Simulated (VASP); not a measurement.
# Sb (Fm-3m) in VASP: single point with LDA

Aim: the single point of Sb with LDA.

Everything below comes from runs of VASP 6.6.1. Logs are shortened: lines on timing, memory, paths and dates and some standing lists are left out, and cuts for length are marked.

### Step 1. The cell of the first run

It takes space group Fm-3m (No. 225, cubic). Conventional cell: a = 7.589 Å, b = 7.589 Å, c = 7.589 Å, α = 90.00°, β = 90.00°, γ = 90.00°. Sb (site symmetry -43m) has 10 Sb at 3.29 to 3.79 Å within 4.3 Å. Sb (site symmetry m-3m) has 8 Sb at 3.29 Å within 4.3 Å.

### Step 2. Single point, LDA

INCAR reads:

```
SYSTEM = Sb
PREC = Accurate
ENCUT = 520
EDIFF = 1E-7
ISMEAR = -1
SIGMA = 0.1
LREAL = .FALSE.
LASPH = .TRUE.
NELM = 80
ALGO = Normal
ISIF = 2
LWAVE = .FALSE.
LCHARG = .TRUE.
GGA = CA
LELF = .TRUE.
LVHAR = .TRUE.
NBANDS = 14
```

KPOINTS reads:

```
Automatic mesh
0
G
  4 4 4
  0 0 0
```

POSCAR reads:

```
Sb
1.0
    0.0000000000      3.7945500000      3.7945500000
    3.7945500000      0.0000000000      3.7945500000
    3.7945500000      3.7945500000      0.0000000000
Sb
3
Direct
    0.2500000000      0.2500000000      0.2500000000
    0.7500000000      0.7500000000      0.7500000000
    0.5000000000      0.5000000000      0.5000000000
```

Potentials or basis: VASP PAW LDA potentials, release 64 (Sb).

Launch:

```console
cat potpaw_LDA.64/Sb/POTCAR > POTCAR
mpirun -np 1 vasp_std > vasp.out
```

OUTCAR:

```text
SYSTEM = Sb
   PREC = Accurate
   ENCUT = 520
   EDIFF = 1E-7
   ISMEAR = -1
   LREAL = .FALSE.
   LASPH = .TRUE.
   NELM = 80
   ISIF = 2
   GGA = CA

 ion  position               nearest neighbor table
   1  0.250  0.250  0.250-   3 3.29   3 3.29   3 3.29   3 3.29
   2  0.750  0.750  0.750-   3 3.29   3 3.29   3 3.29   3 3.29
   3  0.500  0.500  0.500-   1 3.29   1 3.29   1 3.29   1 3.29   2 3.29   2 3.29   2 3.29   2 3.29

  LATTYP: Found a face centered cubic cell.
 ALAT       =     7.5891000000

  Lattice vectors:

 A1 = (   0.0000000000,   3.7945500000,   3.7945500000)
 A2 = (   3.7945500000,   0.0000000000,   3.7945500000)
 A3 = (   3.7945500000,   3.7945500000,   0.0000000000)

Analysis of symmetry for initial positions (statically):
=====================================================================
 Subroutine PRICEL returns:
 Original cell was already a primitive cell.

 Routine SETGRP: Setting up the symmetry group for a
 face centered cubic supercell.

 Subroutine GETGRP returns: Found 48 space group operations
 (whereof 48 operations were pure point group operations)
 out of a pool of 48 trial point group operations.

The static configuration has the point symmetry O_h .

Analysis of symmetry for dynamics (positions and initial velocities):
=====================================================================
 Subroutine PRICEL returns:
 Original cell was already a primitive cell.

 Routine SETGRP: Setting up the symmetry group for a
 face centered cubic supercell.

 Subroutine GETGRP returns: Found 48 space group operations
 (whereof 48 operations were pure point group operations)
 out of a pool of 48 trial point group operations.

The dynamic configuration has the point symmetry O_h .

 Subroutine INISYM returns: Found 48 space group operations
 (whereof 48 operations are pure point group operations),
 and found     1 'primitive' translations

----------------------------------------------------------------------------------------

                                     Primitive cell

  volume of cell :     109.2725

  direct lattice vectors                    reciprocal lattice vectors
     0.000000000  3.794550000  3.794550000    -0.131767930  0.131767930  0.131767930
     3.794550000  0.000000000  3.794550000     0.131767930 -0.131767930  0.131767930
     3.794550000  3.794550000  0.000000000     0.131767930  0.131767930 -0.131767930

  length of vectors
     5.366304073  5.366304073  5.366304073     0.228228750  0.228228750  0.228228750

  position of ions in fractional coordinates (direct lattice)
     0.250000000  0.250000000  0.250000000
     0.750000000  0.750000000  0.750000000
     0.500000000  0.500000000  0.500000000

  ion indices of the primitive-cell ions
   primitive index   ion index
                 1           1
                 2           2
                 3           3

----------------------------------------------------------------------------------------

 KPOINTS: Automatic mesh

Automatic generation of k-mesh.
 Grid dimensions read from file:
 generate k-points for:    4    4    4

 Generating k-lattice:

  Cartesian coordinates                     Fractional coordinates (reciprocal lattice)
    -0.032941983  0.032941983  0.032941983     0.250000000  0.000000000  0.000000000
     0.032941983 -0.032941983  0.032941983     0.000000000  0.250000000  0.000000000
     0.032941983  0.032941983 -0.032941983     0.000000000  0.000000000  0.250000000

  Length of vectors
     0.057057188  0.057057188  0.057057188

  Shift w.r.t. Gamma in fractional coordinates (k-lattice)
     0.000000000  0.000000000  0.000000000

 Subroutine IBZKPT returns following result:
 ===========================================

 Found      8 irreducible k-points:

 Following reciprocal coordinates:
            Coordinates               Weight
  0.000000  0.000000  0.000000      1.000000
  0.250000  0.000000  0.000000      8.000000
  0.500000  0.000000  0.000000      4.000000
  0.250000  0.250000  0.000000      6.000000
  0.500000  0.250000  0.000000     24.000000
 -0.250000  0.250000  0.000000     12.000000
  0.500000  0.500000  0.000000      3.000000
 -0.250000  0.500000  0.250000      6.000000
   k-points           NKPTS =      8   k-points in BZ     NKDIM =      8   number of bands    NBANDS=     14
   number of dos      NEDOS =    301   number of ions     NIONS =      3
   total plane-waves  NPLWV =  64000
   dimension x,y,z NGX =    40 NGY =   40 NGZ =   40
   dimension x,y,z NGXF=    80 NGYF=   80 NGZF=   80
   ions per type =               3
   NGX,Y,Z   is equivalent  to a cutoff of  12.39, 12.39, 12.39 a.u.
   NGXF,Y,Z  is equivalent  to a cutoff of  24.78, 24.78, 24.78 a.u.
 SYSTEM =  Sb
   PREC   = accura    normal or accurate (medium, high low for compatibility)
   ISTART =      0    job   : 0-new  1-cont  2-samecut
   ICHARG =      2    charge: 1-file 2-atom 10-const
   ISPIN  =      1    spin polarized calculation?
   LNONCOLLINEAR =      F non collinear calculations
   LSORBIT =      F    spin-orbit coupling
   LASPH  =      T    aspherical Exc in radial PAW
   ENCUT  =  520.0 eV  38.22 Ry    6.18 a.u.   9.98  9.98  9.98*2*pi/ulx,y,z
   NELM   =     80;   NELMIN=  2; NELMDL= -5     # of ELM steps
   EDIFF  = 0.1E-06   stopping-criterion for ELM
   LREAL  =      F    real-space projection
   EDIFFG = 0.1E-05   stopping-criterion for IOM
   NSW    =      0    number of steps for IOM
   IBRION =     -1    ionic relax: 0-MD 1-quasi-New 2-CG
   NFREE  =      0    steps in history (QN), initial steepest desc. (CG)
   ISIF   =      2    stress and relaxation
   ISYM   =      2    0-nonsym 1-usesym 2-fastsym
   POTIM  = 0.5000    time-step for ionic-motion
   TEBEG  =    0.0;   TEEND  =   0.0 temperature during run
   PSTRESS=    0.0 pullay stress
   NELECT =      15.0000    total number of electrons
   NUPDOWN=      -1.0000    fix difference up-down
   EMIN   =  10.00;   EMAX   =-10.00  energy-range for DOS
   EFERMI =   0.00;   METHOD = LEGACY
   ISMEAR =    -1;   SIGMA  =   0.10  broadening in eV -4-tet -1-fermi 0-gaus
   EFERMI_NEDOS =   21; number of points for ismear=-14 and -15
   IALGO  =     38    algorithm
   IMIX   =      4    mixing-type and parameters
     AMIX     =   0.40;   BMIX     =  1.00
     AMIX_MAG =   1.60;   BMIX_MAG =  1.00
  volume/ion in A,a.u.               =      36.42       245.80
  Fermi-wavevector in a.u.,A,eV,Ry     =   0.844504  1.595881  9.703495  0.713187
  Thomas-Fermi vector in A             =   1.959543
   LORBIT       =      0    0 simple, 1 ext, 2 COOP (PROOUT), +10 PAW based schemes
   GGA     = CA    functional components
   LHFCALC =     F    Hartree Fock is set to
   AEXX    =    0.0000 exact exchange contribution
   IVDW    =     0    specifies the selected vdW correction
   LEPSILON=     F    determine dielectric tensor
   LRPA    =     F    only Hartree local field effects (RPA)
 non-spin polarized calculation
  energy-cutoff  :      520.00
  volume of cell :      109.27
 maximum number of plane-waves:      2954
   NGX = 19   NGY = 19   NGZ = 19

 number of electron      14.9999999 magnetization

 Free energy of the ion-electron system (eV)
  ---------------------------------------------------
  ext. energy  EPLUGINS =         0.00000000
  ---------------------------------------------------
  free energy    TOTEN  =       -12.92843049 eV

  energy without entropy =      -12.82702532  energy(sigma->0) =      -12.87772790

 E-fermi :   4.9275     XC(G=0):  -8.9270

 val. band max:        4.9110733578   @ k =   0.2500   0.2500   0.0000
 cond. band min:       5.0548547130   @ k =   0.5000   0.2500   0.0000
 fundamental gap:      0.1437813552
 Fermi energy:         4.9274579243

 k-point     1 :       0.0000    0.0000    0.0000
  band No.  band energies     occupation
      1      -6.6144      2.00000
      2      -2.6105      2.00000
      3      -1.4487      2.00000
      4       2.9853      2.00000
      5       2.9853      2.00000
      6       2.9853      2.00000
      7       3.0248      2.00000
      8       3.0248      2.00000
      9       3.0248      2.00000
     10       6.6826      0.00000
     11       6.6826      0.00000
     12       6.6826      0.00000
     13       9.3957      0.00000
     14       9.3957      0.00000

 k-point     2 :       0.2500    0.0000    0.0000
  band No.  band energies     occupation
      1      -6.2126      2.00000
      2      -3.1832      2.00000
      3      -2.1605      2.00000
      4       2.2195      2.00000
      5       2.2195      2.00000
      6       2.4769      2.00000
      7       3.7368      1.99999
      8       3.7368      1.99999
      9       5.2766      0.05910
     10       6.6781      0.00000
     11       6.6781      0.00000
     12       6.6939      0.00000
     13      10.8550      0.00000
     14      10.8550      0.00000

 k-point     3 :       0.5000    0.0000    0.0000
  band No.  band energies     occupation
      1      -5.4304      2.00000
      2      -4.3189      2.00000
      3      -2.5403      2.00000
      4       1.9471      2.00000
      5       1.9471      2.00000
      6       2.9255      2.00000
      7       3.7639      1.99998
      8       3.7639      1.99998
      9       5.7414      0.00058
     10       7.4336      0.00000
     11       7.4336      0.00000
     12       7.7385      0.00000
     13      10.6847      0.00000
     14      10.7307      0.00000
[... 52 lines left out ...]
 k-point     7 :       0.5000    0.5000    0.0000
  band No.  band energies     occupation
      1      -4.5850      2.00000
      2      -4.5350      2.00000
      3      -3.4715      2.00000
      4       0.8525      2.00000
      5       0.8525      2.00000
      6       3.0146      2.00000
      7       5.6811      0.00107
      8       6.2959      0.00000
      9       6.2959      0.00000
     10       7.1007      0.00000
     11       7.7714      0.00000
     12       7.7714      0.00000
     13       9.7620      0.00000
     14      11.1813      0.00000

 k-point     8 :      -0.2500    0.5000    0.2500
  band No.  band energies     occupation
      1      -4.5268      2.00000
      2      -4.1279      2.00000
      3      -4.1279      2.00000
      4       0.5948      2.00000
      5       2.6732      2.00000
      6       2.6732      2.00000
      7       3.8889      1.99994
      8       6.2811      0.00000
      9       6.5375      0.00000
     10       6.7825      0.00000
     11       7.5554      0.00000
     12       7.5554      0.00000
     13      10.9644      0.00000
     14      11.4935      0.00000

------------------------ aborting loop because EDIFF is reached ----------------------------------------

  FORCE on cell =-STRESS in cart. coord.  units (eV):
  Direction    XX          YY          ZZ          XY          YZ          ZX
  --------------------------------------------------------------------------------------
  -------------------------------------------------------------------------------------
  Total       -4.3772650     -4.3772650     -4.3772650      0.0000000     -0.0000000     -0.0000000
  in kB      -64.1804245    -64.1804245    -64.1804245      0.0000000     -0.0000000     -0.0000000
  external PRESSURE =     -64.1804245 kB  Pullay stress =       0.0000000 kB

 VOLUME and BASIS-vectors are now :
 -----------------------------------------------------------------------------
  energy-cutoff  :      520.00
  volume of cell :      109.27
      direct lattice vectors                 reciprocal lattice vectors
     0.000000000  3.794550000  3.794550000    -0.131767930  0.131767930  0.131767930
     3.794550000  0.000000000  3.794550000     0.131767930 -0.131767930  0.131767930
     3.794550000  3.794550000  0.000000000     0.131767930  0.131767930 -0.131767930

 POSITION                                       TOTAL-FORCE (eV/Angst)
 -----------------------------------------------------------------------------------
      1.89728      1.89728      1.89728        -0.000000     -0.000000     -0.000000
      5.69182      5.69182      5.69182         0.000000      0.000000      0.000000
      3.79455      3.79455      3.79455        -0.000000     -0.000000      0.000000
 -----------------------------------------------------------------------------------
    total drift:                               -0.000000     -0.000000      0.000000

  FREE ENERGIE OF THE ION-ELECTRON SYSTEM (eV)
  ---------------------------------------------------
  free  energy   TOTEN  =       -12.9284304926 eV

  energy  without entropy=      -12.8270253150  energy(sigma->0) =      -12.87772790
```

It took 14 s on 1 thread of Intel Xeon 6975P-C, shared host; peak memory 0.19 GiB.

Results:

```yaml
Free_energy: -12.9284 eV
Pressure: -6.4 GPa
```

Levels at points of the mesh, in eV from the Fermi level:
```csv
k point,band 5,band 6,band 7,band 8,band 9,band 10,band 11,band 12
"(0.00, 0.00, 0.00)",-1.94,-1.94,-1.90,-1.90,-1.90,1.76,1.76,1.76
"(0.50, 0.00, 0.00)",-2.98,-2.00,-1.16,-1.16,0.81,2.51,2.51,2.81
"(0.50, 0.50, 0.00)",-4.07,-1.91,0.75,1.37,1.37,2.17,2.84,2.84
```

Caveat: spin-orbit coupling is left out, which moves the levels of the heavy elements.
